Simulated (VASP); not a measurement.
## Zn: relaxation of cell and atoms with RPBE

The system is Zn.

```xyz
1
Lattice="0.0000 1.9648 1.9648 1.9648 0.0000 1.9648 1.9648 1.9648 0.0000" Properties=species:S:1:pos:R:3 pbc="T T T"
Zn    0.0000    0.0000    0.0000
```

- Program: VASP 6.6.1
- Task: relaxation of cell and atoms
- Functional: RPBE
- Potentials or basis: VASP PAW PBE potentials, release 64 (Zn)
- Cutoff: 600 eV
- k mesh: 12 × 12 × 12
- Occupations: fermi-dirac, width 0.05 eV
- Spin: no spin polarisation
- Dipole correction: no
- Further INCAR settings: ALGO = Normal; EDIFF = 1e-07; IBRION = 2; EDIFFG = -0.01; NSW = 60; ISIF = 3

```
Relaxed volume                         : 15.92 Å³/atom
Relaxed cell                           : a = 2.824 Å, b = 2.824 Å, c = 2.824 Å, α = 60.00°, β = 60.00°, γ = 60.00°
Space group after relaxing (to 0.05 Å) : Fm-3m (No. 225)
Energy gained by relaxing              : 7.0 meV/atom
Ionic steps                            : 3
Pressure after relaxing                : 0.0 GPa
Band gap on the k mesh                 : zero (band 6 reaches 5.12 eV, above the bottom of band 7 at 1.47 eV)
```

Step by step:
```
step  energy change (eV)  largest force (eV/Å)  pressure (GPa)  volume (Å³)
   1              0.0000                0.0000            3.14        15.17
   2             -0.0069                0.0000            0.32        15.83
   3             -0.0070                0.0000            0.00        15.92
```

Final structure:
```
CELL_PARAMETERS angstrom
0.00000 1.99685 1.99685
1.99685 0.00000 1.99685
1.99685 1.99685 0.00000
ATOMIC_POSITIONS crystal
Zn 0.00000 0.00000 0.00000
```

Levels at points of the mesh, in eV from the Fermi level:
| k point | band 2 | band 3 | band 4 | band 5 | band 6 | band 7 | band 8 | band 9 | band 10 |
| --- | --- | --- | --- | --- | --- | --- | --- | --- | --- |
| (0.00, 0.00, 0.00) | -7.45 | -7.45 | -7.45 | -7.11 | -7.11 | 17.72 | 17.72 | 17.72 | 18.49 |
| (0.50, 0.00, 0.00) | -7.46 | -7.46 | -6.85 | -6.85 | -2.67 | -1.38 | 14.81 | 14.81 | 17.07 |
| (0.50, 0.50, 0.00) | -8.01 | -6.86 | -6.78 | -6.78 | -0.84 | 1.63 | 8.26 | 8.26 | 11.76 |

It took 20 s on 1 thread of Intel(R) Xeon(R) Platinum 8259CL CPU @ 2.50GHz (Skylake/Cascade Lake) (shared host), peak memory 0.15 GiB.

Caveat: the PAW data sets were made with another functional, which shifts forces and pressure a little.
